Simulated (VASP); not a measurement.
# GaAs in VASP: further runs

Runs on GaAs. Level: PBEsol. Tasks: relaxation of cell and atoms, single point.

Everything below comes from runs of VASP 6.6.1. Logs are shortened: lines on timing, memory, paths and dates and some standing lists are left out, and cuts for length are marked.

## 1. The cell of the first run

It takes space group F-43m (No. 216, cubic). Conventional cell: a = 5.750 Å, b = 5.750 Å, c = 5.750 Å, α = 90.00°, β = 90.00°, γ = 90.00°. Within 3.3 Å of Ga (site symmetry -43m) lie 4 As at 2.49 Å. As (site symmetry -43m) has 4 Ga at 2.49 Å within 3.3 Å.

## 2. Relaxation of cell and atoms, PBEsol

Contents of INCAR:

```
PREC = Accurate ; ENCUT = 600
EDIFF = 1E-6 ; ISMEAR = 0
SIGMA = 0.01 ; LREAL = F
LASPH = T ; NELM = 80
ALGO = Normal ; ISIF = 3
LWAVE = F ; LCHARG = F
GGA = PS ; IBRION = 2
NSW = 100 ; EDIFFG = -0.005
```

Contents of KPOINTS:

```
Automatic mesh
0
Gamma
  10 10 10
```

Contents of POSCAR:

```
GaAs
1.0
    0.0000000000      2.8750910496      2.8750910496
    2.8750910496      0.0000000000      2.8750910496
    2.8750910496      2.8750910496      0.0000000000
Ga As
1 1
Direct
    0.0000000000      0.0000000000      0.0000000000
    0.2500000000      0.2500000000      0.2500000000
```

Potentials or basis: VASP PAW PBE potentials, release 64 (Ga_d, As).

On the command line:

```console
cat potpaw_PBE.64/Ga_d/POTCAR potpaw_PBE.64/As/POTCAR > POTCAR
mpirun -np 1 vasp_std > vasp.out
```

OUTCAR:

```text
PREC = Accurate
   ENCUT = 600
   EDIFF = 1E-6
   ISMEAR = 0
   LREAL = F
   LASPH = T
   NELM = 80
   ISIF = 3
   GGA = PS
   IBRION = 2
   NSW = 100
   EDIFFG = -0.005

 ion  position               nearest neighbor table
   1  0.000  0.000  0.000-   2 2.49   2 2.49   2 2.49   2 2.49
   2  0.250  0.250  0.250-   1 2.49   1 2.49   1 2.49   1 2.49

  LATTYP: Found a face centered cubic cell.
 ALAT       =     5.7501820992

  Lattice vectors:

 A1 = (   0.0000000000,   2.8750910496,   2.8750910496)
 A2 = (   2.8750910496,   0.0000000000,   2.8750910496)
 A3 = (   2.8750910496,   2.8750910496,   0.0000000000)

Analysis of symmetry for initial positions (statically):
=====================================================================
 Subroutine PRICEL returns:
 Original cell was already a primitive cell.

 Routine SETGRP: Setting up the symmetry group for a
 face centered cubic supercell.

 Subroutine GETGRP returns: Found 24 space group operations
 (whereof 24 operations were pure point group operations)
 out of a pool of 48 trial point group operations.

The static configuration has the point symmetry T_d .

Analysis of symmetry for dynamics (positions and initial velocities):
=====================================================================
 Subroutine PRICEL returns:
 Original cell was already a primitive cell.

 Routine SETGRP: Setting up the symmetry group for a
 face centered cubic supercell.

 Subroutine GETGRP returns: Found 24 space group operations
 (whereof 24 operations were pure point group operations)
 out of a pool of 48 trial point group operations.

The dynamic configuration has the point symmetry T_d .

 Subroutine INISYM returns: Found 24 space group operations
 (whereof 24 operations are pure point group operations),
 and found     1 'primitive' translations

----------------------------------------------------------------------------------------

                                     Primitive cell

  volume of cell :      47.5319

  direct lattice vectors                    reciprocal lattice vectors
     0.000000000  2.875091050  2.875091050    -0.173907536  0.173907536  0.173907536
     2.875091050  0.000000000  2.875091050     0.173907536 -0.173907536  0.173907536
     2.875091050  2.875091050  0.000000000     0.173907536  0.173907536 -0.173907536

  length of vectors
     4.065992755  4.065992755  4.065992755     0.301216688  0.301216688  0.301216688

  position of ions in fractional coordinates (direct lattice)
     0.000000000  0.000000000  0.000000000
     0.250000000  0.250000000  0.250000000

  ion indices of the primitive-cell ions
   primitive index   ion index
                 1           1
                 2           2

----------------------------------------------------------------------------------------

 KPOINTS: Automatic mesh

Automatic generation of k-mesh.
 Grid dimensions read from file:
 generate k-points for:   10   10   10

 Generating k-lattice:

  Cartesian coordinates                     Fractional coordinates (reciprocal lattice)
    -0.017390754  0.017390754  0.017390754     0.100000000  0.000000000  0.000000000
     0.017390754 -0.017390754  0.017390754     0.000000000  0.100000000  0.000000000
     0.017390754  0.017390754 -0.017390754     0.000000000  0.000000000  0.100000000

  Length of vectors
     0.030121669  0.030121669  0.030121669

  Shift w.r.t. Gamma in fractional coordinates (k-lattice)
     0.000000000  0.000000000  0.000000000

 Subroutine IBZKPT returns following result:
 ===========================================

 Found     47 irreducible k-points:

 Following reciprocal coordinates:
            Coordinates               Weight
  0.000000  0.000000  0.000000      1.000000
  0.100000  0.000000  0.000000      8.000000
  0.200000  0.000000  0.000000      8.000000
  0.300000  0.000000  0.000000      8.000000
  0.400000  0.000000  0.000000      8.000000
  0.500000  0.000000  0.000000      4.000000
[... 16 lines left out ...]
  0.300000  0.300000  0.000000      6.000000
  0.400000  0.300000  0.000000     24.000000
 [... further k-points ...]
   k-points           NKPTS =     47   k-points in BZ     NKDIM =     47   number of bands    NBANDS=     13
   number of dos      NEDOS =    301   number of ions     NIONS =      2
   total plane-waves  NPLWV =  32768
   dimension x,y,z NGX =    32 NGY =   32 NGZ =   32
   dimension x,y,z NGXF=    64 NGYF=   64 NGZF=   64
   ions per type =               1   1
   NGX,Y,Z   is equivalent  to a cutoff of  13.08, 13.08, 13.08 a.u.
   NGXF,Y,Z  is equivalent  to a cutoff of  26.17, 26.17, 26.17 a.u.
 SYSTEM =  unknown system
   PREC   = accura    normal or accurate (medium, high low for compatibility)
   ISTART =      0    job   : 0-new  1-cont  2-samecut
   ICHARG =      2    charge: 1-file 2-atom 10-const
   ISPIN  =      1    spin polarized calculation?
   LNONCOLLINEAR =      F non collinear calculations
   LSORBIT =      F    spin-orbit coupling
   LASPH  =      T    aspherical Exc in radial PAW
   ENCUT  =  600.0 eV  44.10 Ry    6.64 a.u.   8.12  8.12  8.12*2*pi/ulx,y,z
   NELM   =     80;   NELMIN=  2; NELMDL= -5     # of ELM steps
   EDIFF  = 0.1E-05   stopping-criterion for ELM
   LREAL  =      F    real-space projection
   EDIFFG = -.5E-02   stopping-criterion for IOM
   NSW    =    100    number of steps for IOM
   IBRION =      2    ionic relax: 0-MD 1-quasi-New 2-CG
   NFREE  =      1    steps in history (QN), initial steepest desc. (CG)
   ISIF   =      3    stress and relaxation
   ISYM   =      2    0-nonsym 1-usesym 2-fastsym
   POTIM  = 0.5000    time-step for ionic-motion
   TEBEG  =    0.0;   TEEND  =   0.0 temperature during run
   PSTRESS=    0.0 pullay stress
   NELECT =      18.0000    total number of electrons
   NUPDOWN=      -1.0000    fix difference up-down
   EMIN   =  10.00;   EMAX   =-10.00  energy-range for DOS
   EFERMI =   0.00;   METHOD = LEGACY
   ISMEAR =     0;   SIGMA  =   0.01  broadening in eV -4-tet -1-fermi 0-gaus
   EFERMI_NEDOS =   21; number of points for ismear=-14 and -15
   IALGO  =     38    algorithm
   IMIX   =      4    mixing-type and parameters
     AMIX     =   0.40;   BMIX     =  1.00
     AMIX_MAG =   1.60;   BMIX_MAG =  1.00
  volume/ion in A,a.u.               =      23.77       160.38
  Fermi-wavevector in a.u.,A,eV,Ry     =   1.184415  2.238221 19.086796  1.402840
  Thomas-Fermi vector in A             =   2.320630
   LORBIT       =      0    0 simple, 1 ext, 2 COOP (PROOUT), +10 PAW based schemes
   GGA     = PS    functional components
   LHFCALC =     F    Hartree Fock is set to
   AEXX    =    0.0000 exact exchange contribution
   IVDW    =     0    specifies the selected vdW correction
   LEPSILON=     F    determine dielectric tensor
   LRPA    =     F    only Hartree local field effects (RPA)
 conjugate gradient relaxation of ions
 non-spin polarized calculation
 Gauss-broadening in eV      SIGMA  =   0.01
  energy-cutoff  :      600.00
  volume of cell :       47.53
 maximum number of plane-waves:      1604
   NGX = 17   NGY = 17   NGZ = 17

--------------------------------------- Ionic step        1  -------------------------------------------

 number of electron      17.9999994 magnetization

 Free energy of the ion-electron system (eV)
  ---------------------------------------------------
  ext. energy  EPLUGINS =         0.00000000
  ---------------------------------------------------
  free energy    TOTEN  =        -9.07191440 eV

  energy without entropy =       -9.07191440  energy(sigma->0) =       -9.07191440

------------------------ aborting loop because EDIFF is reached ----------------------------------------

  FORCE on cell =-STRESS in cart. coord.  units (eV):
  Direction    XX          YY          ZZ          XY          YZ          ZX
  --------------------------------------------------------------------------------------
  -------------------------------------------------------------------------------------
  Total       -0.8523231     -0.8523231     -0.8523231      0.0000000      0.0000000     -0.0000000
  in kB      -28.7296314    -28.7296314    -28.7296314      0.0000000      0.0000000     -0.0000000
  external PRESSURE =     -28.7296314 kB  Pullay stress =       0.0000000 kB
[... 57 lines left out ...]
  energy  without entropy=       -9.0891387222  energy(sigma->0) =       -9.08913872

--------------------------------------- Ionic step        3  -------------------------------------------

 number of electron      18.0000010 magnetization

 Free energy of the ion-electron system (eV)
  ---------------------------------------------------
  ext. energy  EPLUGINS =         0.00000000
  ---------------------------------------------------
  free energy    TOTEN  =        -9.09181292 eV

  energy without entropy =       -9.09181292  energy(sigma->0) =       -9.09181292

 E-fermi :   3.8430     XC(G=0):  -9.7515

 val. band max:        3.7592264518   @ k =   0.0000   0.0000   0.0000
 cond. band min:       4.1794997930   @ k =   0.0000   0.0000   0.0000
 fundamental gap:      0.4202733411
 Fermi energy:         3.8429852689

 k-point     1 :       0.0000    0.0000    0.0000
  band No.  band energies     occupation
      1     -11.0070      2.00000
      2     -11.0070      2.00000
      3     -11.0070      2.00000
      4     -10.9281      2.00000
      5     -10.9281      2.00000
      6      -8.9587      2.00000
      7       3.7592      2.00000
      8       3.7592      2.00000
      9       3.7592      2.00000
     10       4.1795      0.00000
     11       7.4486      0.00000
     12       7.4486      0.00000
     13       7.4486      0.00000
[... 353 lines left out ...]
 k-point    24 :       0.4000    0.3000    0.0000
  band No.  band energies     occupation
      1     -11.0988      2.00000
      2     -10.9711      2.00000
      3     -10.9696      2.00000
      4     -10.9458      2.00000
      5     -10.9186      2.00000
      6      -7.2258      2.00000
      7      -1.9194      2.00000
      8       1.1629      2.00000
      9       1.5073      2.00000
     10       5.5210      0.00000
     11       6.5350      0.00000
     12      10.9743      0.00000
     13      11.6329      0.00000

 [... further k-points ...]

------------------------ aborting loop because EDIFF is reached ----------------------------------------

  FORCE on cell =-STRESS in cart. coord.  units (eV):
  Direction    XX          YY          ZZ          XY          YZ          ZX
  --------------------------------------------------------------------------------------
  -------------------------------------------------------------------------------------
  Total        0.0090456      0.0090456      0.0090456     -0.0000000      0.0000000     -0.0000000
  in kB        0.3192487      0.3192487      0.3192487     -0.0000000      0.0000000     -0.0000000
  external PRESSURE =       0.3192487 kB  Pullay stress =       0.0000000 kB
[... 17 lines left out ...]
  FREE ENERGIE OF THE ION-ELECTRON SYSTEM (eV)
  ---------------------------------------------------
  free  energy   TOTEN  =        -9.0918129218 eV

  energy  without entropy=       -9.0918129218  energy(sigma->0) =       -9.09181292

 reached required accuracy - stopping structural energy minimisation
```

Wall time 83 s (1 thread of AMD EPYC 7R43 (Zen 3), shared host); peak memory 0.17 GiB.

What came out:

- Free energy: -9.0918 eV
- Relaxed volume: 22.70 Å³/atom
- Relaxed cell: a = 4.004 Å, b = 4.004 Å, c = 4.004 Å, α = 60.00°, β = 60.00°, γ = 60.00°
- Space group after relaxing (to 0.05 Å): F-43m (No. 216)
- Energy gained by relaxing: 9.9 meV/atom
- Ionic steps: 3
- Pressure after relaxing: 0.0 GPa
- Band gap on the k mesh: 0.42 eV, direct

Step by step:
| step | energy change (eV) | largest force (eV/Å) | pressure (GPa) | volume (Å³) |
| --- | --- | --- | --- | --- |
| 1 | 0.0000 | 0.0000 | -2.87 | 47.53 |
| 2 | -0.0172 | 0.0000 | 1.15 | 44.66 |
| 3 | -0.0199 | 0.0000 | 0.03 | 45.40 |

Final structure:
```xyz
2
Lattice="0.0000 2.8314 2.8314 2.8314 0.0000 2.8314 2.8314 2.8314 0.0000" Properties=species:S:1:pos:R:3 pbc="T T T"
Ga    0.0000    0.0000    0.0000
As    1.4157    1.4157    1.4157
```

Levels at points of the mesh, in eV from the valence-band top:
```
           k point  band 5  band 6  band 7  band 8  band 9  band 10  band 11  band 12  band 13
(0.00, 0.00, 0.00)  -14.69  -12.72    0.00    0.00    0.00     0.42     3.69     3.69     3.69
(0.50, 0.00, 0.00)  -14.68  -10.95   -6.65   -1.14   -1.14     0.92     4.58     4.58     7.58
(0.50, 0.50, 0.00)  -14.67  -10.22   -6.83   -2.68   -2.68     1.36     1.57    10.09    10.09
```

Caveat: the PAW data sets were made with another functional, which shifts forces and pressure a little.

## 3. Single point, PBEsol

This run uses another cell than the first one: it holds 4 atoms, not 2.

Contents of INCAR:

```
SYSTEM = GaAs
  ALGO = Normal
  EDIFF = 1E-7
  ENCUT = 520
  GGA = PS
  ISIF = 2
  ISMEAR = 0
  LASPH = .TRUE.
  LCHARG = .FALSE.
  LREAL = .FALSE.
  LWAVE = .FALSE.
  NBANDS = 26
  NELM = 80
  PREC = Accurate
  SIGMA = 0.01
```

Contents of KPOINTS:

```
k-points
0
G
  10 10 6
  0 0 0
```

Contents of POSCAR:

```
GaAs
1.0
    2.8289764104      2.8289764104      0.0000000000
   -2.8289764104      2.8289764104      0.0000000000
    0.0000000000      0.0000000000      5.6579528209
Ga As
2 2
Direct
    0.0000000000      0.0000000000      0.0000000000
    0.5000000000      0.5000000000      0.5000000000
    0.5000000000      0.0000000000      0.7500000000
    0.0000000000      0.5000000000      0.2500000000
```

Potentials or basis: VASP PAW PBE potentials, release 64 (Ga_d, As).

On the command line:

```console
cat potpaw_PBE.64/Ga_d/POTCAR potpaw_PBE.64/As/POTCAR > POTCAR
mpirun -np 1 vasp_std > vasp.out
```

Run time: 3.5 min. Hardware: 1 thread of AMD EPYC 7R43 (Zen 3), shared host; peak memory 0.27 GiB.

The run converged. Its results:

| Item | Value |
| --- | --- |
| Free energy | -18.1847 eV |
| Pressure | 0.2 GPa |
| Band gap on the k mesh | 0.44 eV |

Levels at points of the mesh, in eV from the valence-band top:
```csv
k point,band 15,band 16,band 17,band 18,band 19,band 20,band 21,band 22
"(0.00, 0.00, 0.00)",-2.69,0.00,0.00,0.00,0.44,1.35,1.57,3.69
"(0.50, 0.00, 0.00)",-3.39,-3.39,-1.23,-1.23,2.67,2.67,5.54,5.54
"(0.50, 0.50, 0.00)",-2.69,-2.69,-2.69,-2.69,1.35,1.35,1.57,1.57
"(0.00, 0.00, 0.50)",-1.70,-1.70,-1.70,-1.70,1.90,1.90,3.19,3.19
"(0.50, 0.00, 0.50)",-1.14,-1.14,-1.14,-1.14,0.92,0.92,4.58,4.58
"(0.50, 0.50, 0.50)",-3.56,-3.56,-3.37,-3.37,4.58,4.58,4.63,4.63
```

Caveat: the PAW data sets were made with another functional, which shifts forces and pressure a little. A k mesh can miss the band edges.

## 4. Single point, PBEsol (strain along c alone, the other axes held: +2.0 %)

Contents of INCAR:

```
PREC = Accurate
ENCUT = 520
EDIFF = 1E-7
ISMEAR = 0
SIGMA = 0.01
LREAL = False
LASPH = True
NELM = 100
ALGO = Normal
ISIF = 2
LWAVE = False
LCHARG = False
GGA = PS
NBANDS = 26
```

Contents of KPOINTS:

```
regular mesh
0
Gamma
  10 10 6
```

Edit POSCAR of step 3 so:

```diff
@@ -4,3 +4,3 @@
    -2.8289764104      2.8289764104      0.0000000000
-    0.0000000000      0.0000000000      5.6579528209
+    0.0000000000      0.0000000000      5.7711118773
 Ga As
```

Potentials or basis: VASP PAW PBE potentials, release 64 (Ga_d, As).

On the command line:

```console
cat potpaw_PBE.64/Ga_d/POTCAR potpaw_PBE.64/As/POTCAR > POTCAR
mpirun -np 1 vasp_std > vasp.out
```

OUTCAR:

```text
PREC = Accurate
   ENCUT = 520
   EDIFF = 1E-7
   ISMEAR = 0
   LREAL = False
   LASPH = True
   NELM = 100
   ISIF = 2
   GGA = PS

 ion  position               nearest neighbor table
   1  0.000  0.000  0.000-   3 2.47   4 2.47   4 2.47   3 2.47
   2  0.500  0.500  0.500-   3 2.47   4 2.47   3 2.47   4 2.47
   3  0.500  0.000  0.750-   1 2.47   2 2.47   2 2.47   1 2.47
   4  0.000  0.500  0.250-   1 2.47   2 2.47   1 2.47   2 2.47

  LATTYP: Found a simple tetragonal cell.
[... 913 lines left out ...]
  FORCE on cell =-STRESS in cart. coord.  units (eV):
  Direction    XX          YY          ZZ          XY          YZ          ZX
  --------------------------------------------------------------------------------------
  -------------------------------------------------------------------------------------
  Total       -0.4093186     -0.4093186     -1.1323264      0.0000000      0.0000000     -0.0000000
  in kB       -7.0994365     -7.0994365    -19.6396644      0.0000000      0.0000000     -0.0000000
  external PRESSURE =     -11.2795125 kB  Pullay stress =       0.0000000 kB

 VOLUME and BASIS-vectors are now :
 -----------------------------------------------------------------------------
  energy-cutoff  :      520.00
  volume of cell :       92.37
      direct lattice vectors                 reciprocal lattice vectors
     2.828976410  2.828976410  0.000000000     0.176742372  0.176742372  0.000000000
    -2.828976410  2.828976410  0.000000000    -0.176742372  0.176742372  0.000000000
     0.000000000  0.000000000  5.771111877     0.000000000  0.000000000  0.173276835

 POSITION                                       TOTAL-FORCE (eV/Angst)
 -----------------------------------------------------------------------------------
      0.00000      0.00000      0.00000         0.000000      0.000000      0.000000
      0.00000      2.82898      2.88556         0.000000      0.000000     -0.000000
      1.41449      1.41449      4.32833        -0.000000     -0.000000      0.000000
     -1.41449      1.41449      1.44278        -0.000000     -0.000000      0.000000
 -----------------------------------------------------------------------------------
    total drift:                               -0.000000      0.000000      0.000000

  FREE ENERGIE OF THE ION-ELECTRON SYSTEM (eV)
  ---------------------------------------------------
  free  energy   TOTEN  =       -18.1747799584 eV

  energy  without entropy=      -18.1747799584  energy(sigma->0) =      -18.17477996
```

Wall time 3.5 min (1 thread of AMD EPYC 7R43 (Zen 3), shared host); peak memory 0.27 GiB.

What came out:

```
Free energy            : -18.1748 eV
Pressure               : -1.1 GPa
Band gap on the k mesh : 0.25 eV
```

Caveat: the cell differs from its parent crystal (strain along c alone, the other axes held: +2.0 %); the PAW data sets were made with another functional, which shifts forces and pressure a little.

[end of part 1 of 2]
